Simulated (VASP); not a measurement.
# La3AlP (Pm-3m) in VASP: relaxation of cell and atoms with LDA

Aim: the relaxation of cell and atoms of La3AlP with LDA.

All numbers are computed with VASP 6.6.1; they aren't measurements. Logs are shortened: lines on timing, memory, paths and dates and some standing lists are left out, and cuts for length are marked.

## 1. The cell of the first run

It takes space group Pm-3m (No. 221, cubic). The conventional cell has a = 5.550 Å, b = 5.550 Å, c = 5.550 Å, α = 90.00°, β = 90.00°, γ = 90.00°. Al (site symmetry m-3m) has 12 La at 3.92 Å and 8 P at 4.81 Å within 5.2 Å. P (site symmetry m-3m) has 6 La at 2.77 Å within 3.7 Å. La (site symmetry 4/mmm) has 2 P at 2.77 Å within 3.7 Å.

## 2. Relaxation of cell and atoms, LDA

INCAR reads:

```
SYSTEM = La3AlP
PREC     = Accurate       ! precision mode
ENCUT    = 600            ! plane-wave cutoff, eV
EDIFF    = 1E-6           ! SCF threshold, eV
ISMEAR   = 0              ! smearing method
SIGMA    = 0.05           ! smearing width, eV
LREAL    = .False.        ! projectors in reciprocal space
LASPH    = .True.         ! aspherical terms in the spheres
NELM     = 100            ! most SCF steps
ALGO     = Normal         ! electronic algorithm
ISIF     = 3              ! what is computed and relaxed
LWAVE    = .False.        ! write WAVECAR
LCHARG   = .False.        ! write CHGCAR
IBRION   = 2              ! ionic algorithm
NSW      = 80             ! ionic steps
EDIFFG   = -0.01          ! ionic threshold
```

KPOINTS reads:

```
Automatic mesh
0
Gamma
  5 5 5
  0 0 0
```

POSCAR reads:

```
La3AlP
1.0
    5.5500000000      0.0000000000      0.0000000000
    0.0000000000      5.5500000000      0.0000000000
    0.0000000000      0.0000000000      5.5500000000
Al P La
1 1 3
Direct
    0.0000000000      0.0000000000      0.0000000000
    0.5000000000      0.5000000000      0.5000000000
    0.5000000000      0.5000000000      0.0000000000
    0.0000000000      0.5000000000      0.5000000000
    0.5000000000      0.0000000000      0.5000000000
```

Potentials or basis: VASP PAW LDA potentials, release 64 (Al, P, La).

Command:

```bash
cat potpaw_LDA.64/Al/POTCAR potpaw_LDA.64/P/POTCAR potpaw_LDA.64/La/POTCAR > POTCAR
mpirun -np 1 vasp_std > vasp.out
```

OUTCAR:

```text
SYSTEM = La3AlP
   PREC = Accurate
   ENCUT = 600
   EDIFF = 1E-6
   ISMEAR = 0
   LREAL = .False.
   LASPH = .True.
   NELM = 100
   ISIF = 3
   IBRION = 2
   NSW = 80
   EDIFFG = -0.01

 ion  position               nearest neighbor table
   1  0.000  0.000  0.000-
   2  0.500  0.500  0.500-   3 2.77   4 2.77   5 2.77   3 2.77   5 2.77   4 2.77
   3  0.500  0.500  0.000-   2 2.77   2 2.77
   4  0.000  0.500  0.500-   2 2.77   2 2.77
   5  0.500  0.000  0.500-   2 2.77   2 2.77

  LATTYP: Found a simple cubic cell.
 ALAT       =     5.5500000000

  Lattice vectors:

 A1 = (   5.5500000000,   0.0000000000,   0.0000000000)
 A2 = (   0.0000000000,   5.5500000000,   0.0000000000)
 A3 = (   0.0000000000,   0.0000000000,   5.5500000000)

Analysis of symmetry for initial positions (statically):
=====================================================================
 Subroutine PRICEL returns:
 Original cell was already a primitive cell.

 Routine SETGRP: Setting up the symmetry group for a
 simple cubic supercell.

 Subroutine GETGRP returns: Found 48 space group operations
 (whereof 48 operations were pure point group operations)
 out of a pool of 48 trial point group operations.

The static configuration has the point symmetry O_h .

Analysis of symmetry for dynamics (positions and initial velocities):
=====================================================================
 Subroutine PRICEL returns:
 Original cell was already a primitive cell.

 Routine SETGRP: Setting up the symmetry group for a
 simple cubic supercell.

 Subroutine GETGRP returns: Found 48 space group operations
 (whereof 48 operations were pure point group operations)
 out of a pool of 48 trial point group operations.

The dynamic configuration has the point symmetry O_h .

 Subroutine INISYM returns: Found 48 space group operations
 (whereof 48 operations are pure point group operations),
 and found     1 'primitive' translations

----------------------------------------------------------------------------------------

                                     Primitive cell

  volume of cell :     170.9539

  direct lattice vectors                    reciprocal lattice vectors
     5.550000000  0.000000000  0.000000000     0.180180180  0.000000000  0.000000000
     0.000000000  5.550000000  0.000000000     0.000000000  0.180180180  0.000000000
     0.000000000  0.000000000  5.550000000     0.000000000  0.000000000  0.180180180

  length of vectors
     5.550000000  5.550000000  5.550000000     0.180180180  0.180180180  0.180180180

  position of ions in fractional coordinates (direct lattice)
     0.000000000  0.000000000  0.000000000
     0.500000000  0.500000000  0.500000000
     0.500000000  0.500000000  0.000000000
     0.000000000  0.500000000  0.500000000
     0.500000000  0.000000000  0.500000000

  ion indices of the primitive-cell ions
   primitive index   ion index
                 1           1
                 2           2
                 3           3
                 4           4
                 5           5

----------------------------------------------------------------------------------------

 KPOINTS: Automatic mesh

Automatic generation of k-mesh.
 Grid dimensions read from file:
 generate k-points for:    5    5    5

 Generating k-lattice:

  Cartesian coordinates                     Fractional coordinates (reciprocal lattice)
     0.036036036  0.000000000  0.000000000     0.200000000  0.000000000  0.000000000
     0.000000000  0.036036036  0.000000000     0.000000000  0.200000000  0.000000000
     0.000000000  0.000000000  0.036036036     0.000000000  0.000000000  0.200000000

  Length of vectors
     0.036036036  0.036036036  0.036036036

  Shift w.r.t. Gamma in fractional coordinates (k-lattice)
     0.000000000  0.000000000  0.000000000

 Subroutine IBZKPT returns following result:
 ===========================================

 Found     10 irreducible k-points:

 Following reciprocal coordinates:
            Coordinates               Weight
  0.000000  0.000000  0.000000      1.000000
  0.200000  0.000000  0.000000      6.000000
  0.400000  0.000000  0.000000      6.000000
  0.200000  0.200000  0.000000     12.000000
  0.400000  0.200000  0.000000     24.000000
  0.400000  0.400000  0.000000     12.000000
  0.200000  0.200000  0.200000      8.000000
  0.400000  0.200000  0.200000     24.000000
  0.400000  0.400000  0.200000     24.000000
  0.400000  0.400000  0.400000      8.000000
   k-points           NKPTS =     10   k-points in BZ     NKDIM =     10   number of bands    NBANDS=     24
   number of dos      NEDOS =    301   number of ions     NIONS =      5
   total plane-waves  NPLWV = 110592
   dimension x,y,z NGX =    48 NGY =   48 NGZ =   48
   dimension x,y,z NGXF=    96 NGYF=   96 NGZF=   96
   ions per type =               1   1   3
   NGX,Y,Z   is equivalent  to a cutoff of  14.38, 14.38, 14.38 a.u.
   NGXF,Y,Z  is equivalent  to a cutoff of  28.76, 28.76, 28.76 a.u.
 SYSTEM =  La3AlP
   PREC   = accura    normal or accurate (medium, high low for compatibility)
   ISTART =      0    job   : 0-new  1-cont  2-samecut
   ICHARG =      2    charge: 1-file 2-atom 10-const
   ISPIN  =      1    spin polarized calculation?
   LNONCOLLINEAR =      F non collinear calculations
   LSORBIT =      F    spin-orbit coupling
   LASPH  =      T    aspherical Exc in radial PAW
   ENCUT  =  600.0 eV  44.10 Ry    6.64 a.u.  11.08 11.08 11.08*2*pi/ulx,y,z
   NELM   =    100;   NELMIN=  2; NELMDL= -5     # of ELM steps
   EDIFF  = 0.1E-05   stopping-criterion for ELM
   LREAL  =      F    real-space projection
   EDIFFG = -.1E-01   stopping-criterion for IOM
   NSW    =     80    number of steps for IOM
   IBRION =      2    ionic relax: 0-MD 1-quasi-New 2-CG
   NFREE  =      1    steps in history (QN), initial steepest desc. (CG)
   ISIF   =      3    stress and relaxation
   ISYM   =      2    0-nonsym 1-usesym 2-fastsym
   POTIM  = 0.5000    time-step for ionic-motion
   TEBEG  =    0.0;   TEEND  =   0.0 temperature during run
   PSTRESS=    0.0 pullay stress
   NELECT =      41.0000    total number of electrons
   NUPDOWN=      -1.0000    fix difference up-down
   EMIN   =  10.00;   EMAX   =-10.00  energy-range for DOS
   EFERMI =   0.00;   METHOD = LEGACY
   ISMEAR =     0;   SIGMA  =   0.05  broadening in eV -4-tet -1-fermi 0-gaus
   EFERMI_NEDOS =   21; number of points for ismear=-14 and -15
   IALGO  =     38    algorithm
   IMIX   =      4    mixing-type and parameters
     AMIX     =   0.40;   BMIX     =  1.00
     AMIX_MAG =   1.60;   BMIX_MAG =  1.00
  volume/ion in A,a.u.               =      34.19       230.73
  Fermi-wavevector in a.u.,A,eV,Ry     =   1.017130  1.922097 14.075954  1.034553
  Thomas-Fermi vector in A             =   2.150513
   LORBIT       =      0    0 simple, 1 ext, 2 COOP (PROOUT), +10 PAW based schemes
   GGA     = CA    functional components
   LHFCALC =     F    Hartree Fock is set to
   AEXX    =    0.0000 exact exchange contribution
   IVDW    =     0    specifies the selected vdW correction
   LEPSILON=     F    determine dielectric tensor
   LRPA    =     F    only Hartree local field effects (RPA)
 conjugate gradient relaxation of ions
 non-spin polarized calculation
 Gauss-broadening in eV      SIGMA  =   0.05
  energy-cutoff  :      600.00
  volume of cell :      170.95
 maximum number of plane-waves:      5728
 NGX is ok and might be reduce to    48
   NGX = 23   NGY = 23   NGZ = 23

--------------------------------------- Ionic step        1  -------------------------------------------

 number of electron      41.0000003 magnetization

 Free energy of the ion-electron system (eV)
  ---------------------------------------------------
  ext. energy  EPLUGINS =         0.00000000
  ---------------------------------------------------
  free energy    TOTEN  =       -29.15719506 eV

  energy without entropy =      -29.15084569  energy(sigma->0) =      -29.15402038

------------------------ aborting loop because EDIFF is reached ----------------------------------------

  FORCE on cell =-STRESS in cart. coord.  units (eV):
  Direction    XX          YY          ZZ          XY          YZ          ZX
  --------------------------------------------------------------------------------------
  -------------------------------------------------------------------------------------
  Total       -2.5808784     -2.5808784     -2.5808784     -0.0000000      0.0000000     -0.0000000
  in kB      -24.1879562    -24.1879562    -24.1879562     -0.0000000      0.0000000     -0.0000000
  external PRESSURE =     -24.1879562 kB  Pullay stress =       0.0000000 kB

 VOLUME and BASIS-vectors are now :
 -----------------------------------------------------------------------------
  energy-cutoff  :      600.00
  volume of cell :      170.95
      direct lattice vectors                 reciprocal lattice vectors
     5.550000000  0.000000000  0.000000000     0.180180180  0.000000000  0.000000000
     0.000000000  5.550000000  0.000000000     0.000000000  0.180180180  0.000000000
     0.000000000  0.000000000  5.550000000     0.000000000  0.000000000  0.180180180
[... 40 lines left out ...]
 POSITION                                       TOTAL-FORCE (eV/Angst)
 -----------------------------------------------------------------------------------
      0.00000      0.00000      0.00000        -0.000000      0.000000      0.000000
      2.70590      2.70590      2.70590        -0.000000      0.000000      0.000000
      2.70590      2.70590      0.00000        -0.000000      0.000000      0.000000
     -0.00000      2.70590      2.70590         0.000000      0.000000      0.000000
      2.70590      0.00000      2.70590        -0.000000      0.000000      0.000000
 -----------------------------------------------------------------------------------
    total drift:                                0.000000     -0.000000     -0.000000

  FREE ENERGIE OF THE ION-ELECTRON SYSTEM (eV)
  ---------------------------------------------------
  free  energy   TOTEN  =       -29.2012140630 eV

  energy  without entropy=      -29.1962663795  energy(sigma->0) =      -29.19874022

--------------------------------------- Ionic step        3  -------------------------------------------

 number of electron      40.9999997 magnetization

 Free energy of the ion-electron system (eV)
  ---------------------------------------------------
  ext. energy  EPLUGINS =         0.00000000
  ---------------------------------------------------
  free energy    TOTEN  =       -29.22144441 eV

  energy without entropy =      -29.21668760  energy(sigma->0) =      -29.21906600

 E-fermi :   6.0587     XC(G=0):  -9.3584

 val. band max:        6.0362281363   @ k =   0.2000   0.2000   0.0000
 cond. band min:       6.1699970358   @ k =   0.4000   0.4000   0.4000
 fundamental gap:      0.1337688996
 Fermi energy:         6.0586832918

 k-point     1 :       0.0000    0.0000    0.0000
  band No.  band energies     occupation
      1     -26.3635      2.00000
      2     -26.2042      2.00000
      3     -26.2042      2.00000
      4     -10.6244      2.00000
      5     -10.6244      2.00000
      6     -10.6244      2.00000
[... 16 lines left out ...]
     23       7.0397      0.00000
     24       7.0397      0.00000
[... 263 lines left out ...]
 POSITION                                       TOTAL-FORCE (eV/Angst)
 -----------------------------------------------------------------------------------
      0.00000      0.00000      0.00000        -0.000000      0.000000      0.000000
      2.73015      2.73015      2.73015        -0.000000      0.000000      0.000000
      2.73015      2.73015      0.00000        -0.000000      0.000000      0.000000
     -0.00000      2.73015      2.73015         0.000000      0.000000      0.000000
      2.73015      0.00000      2.73015        -0.000000      0.000000      0.000000
 -----------------------------------------------------------------------------------
    total drift:                               -0.000000     -0.000000     -0.000000

  FREE ENERGIE OF THE ION-ELECTRON SYSTEM (eV)
  ---------------------------------------------------
  free  energy   TOTEN  =       -29.2214444091 eV

  energy  without entropy=      -29.2166875981  energy(sigma->0) =      -29.21906600

 reached required accuracy - stopping structural energy minimisation
```

Wall time 3.6 min (1 thread of Oxide Virtual Turin-like, shared host); peak memory 0.26 GiB.

Results:

```yaml
Free_energy: -29.2214 eV
Relaxed_volume: 32.56 Å³/atom
Relaxed_cell: a = 5.460 Å, b = 5.460 Å, c = 5.460 Å, α = 90.00°, β = 90.00°, γ = 90.00°
Space_group_after_relaxing_to_0.1_Å: Pm-3m (No. 221)
Energy_gained_by_relaxing: 12.8 meV/atom
Ionic_steps: 3
Pressure_after_relaxing: 0.0 GPa
Band_gap_on_the_k_mesh: zero (an odd number of electrons rules out a gap without spin polarisation)
```

The path:
| step | energy change (eV) | largest force (eV/Å) | pressure (GPa) | volume (Å³) |
| --- | --- | --- | --- | --- |
| 1 | 0.0000 | 0.0000 | -2.42 | 170.95 |
| 2 | -0.0440 | 0.0000 | 1.55 | 158.50 |
| 3 | -0.0642 | 0.0000 | -0.01 | 162.80 |

Final structure:
```
CELL_PARAMETERS angstrom
5.46030 0.00000 0.00000
0.00000 5.46030 0.00000
0.00000 0.00000 5.46030
ATOMIC_POSITIONS crystal
Al 0.00000 0.00000 0.00000
P 0.50000 0.50000 0.50000
La 0.50000 0.50000 0.00000
La 0.00000 0.50000 0.50000
La 0.50000 0.00000 0.50000
```

Caveat: spin-orbit coupling is left out, which moves the levels of the heavy elements.

The gap in the log of VASP goes by the Fermi energy; the results here count the filled bands.